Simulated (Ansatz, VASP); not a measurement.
**Two plane-wave programs on AlIn**

INCAR

```
PREC = Accurate
ENCUT = 520
EDIFF = 1E-6
ISMEAR = -1
SIGMA = 0.05
LREAL = False
LASPH = True
NELM = 100
ALGO = Normal
ISIF = 2
LWAVE = False
LCHARG = False
GGA = PE
NBANDS = 15
```

File KPOINTS:

```
regular mesh
0
Gamma
  6 6 3
```

File POSCAR:

```
AlIn
1.0
    3.0541300000      0.0000000000      0.0000000000
   -1.5270700000      2.6449600000      0.0000000000
    0.0000000000      0.0000000000      5.8280200000
Al In
1 1
Direct
    0.0000000000      0.0000000000      0.0000000000
    0.0000000000      0.0000000000      0.5000000000
```

Contents of input.yaml:

```yaml
crystal:
  lattice:
    - [3.05413, 0.0, 0.0]
    - [-1.52707, 2.64496, 0.0]
    - [0.0, 0.0, 5.82802]
  atoms:
    - { symbol: Al, position: [0.0, 0.0, 0.0] }
    - { symbol: In, position: [0.0, 0.0, 0.5] }
hamiltonian:
  xc: pbe
  pseudopotentials: { kind: paw }
kpoints:
  mp_grid: { grid: [6, 6, 3] }
  band_path:
    path:
      - [[0.0, 0.0, 0.0], [0.5, 0.0, 0.0], [0.3333333333, 0.3333333333, 0.0], [0.0, 0.0, 0.0], [0.0, 0.0, 0.5], [0.5, 0.0, 0.5], [0.3333333333, 0.3333333333, 0.5], [0.0, 0.0, 0.5]]
      - [[0.5, 0.0, 0.5], [0.5, 0.0, 0.0]]
      - [[0.3333333333, 0.3333333333, 0.0], [0.3333333333, 0.3333333333, 0.5]]
    npoints: 14
scf:
  occupations: { method: fermi_dirac, width: 0.05 }
  n_extra_bands: 6
output:
  forces: true
  stress: true
  eigenvalues: true
  fatbands: false
```

Alike in both runs: functional PBE; k mesh 6 × 6 × 3; occupations fermi-dirac, width 0.05 eV; no spin polarisation.

```csv
,VASP,Ansatz
version,VASP 6.6.1,Ansatz 0.2.0
potentials or method,"VASP PAW PBE potentials, release 64 (Al, In_d)",Ansatz PAW
plane-wave cutoff (eV),520,420
valence electrons in the cell,16,16
task,single point,band structure
```

|  | VASP | Ansatz | Ansatz less VASP |
| --- | --- | --- | --- |
| gap on the k mesh at the Fermi level (eV) | none | none | - |
| pressure (GPa) | 0.0 | 0.1 | +0.02 |
| traceless stress, the component that is largest in VASP (GPa) | -0.25 | -0.23 | +0.013 |

A gap of «none» marks a metal or a gap that the smearing closes.

The k mesh is coarse, so the values compare programs but aren't converged.
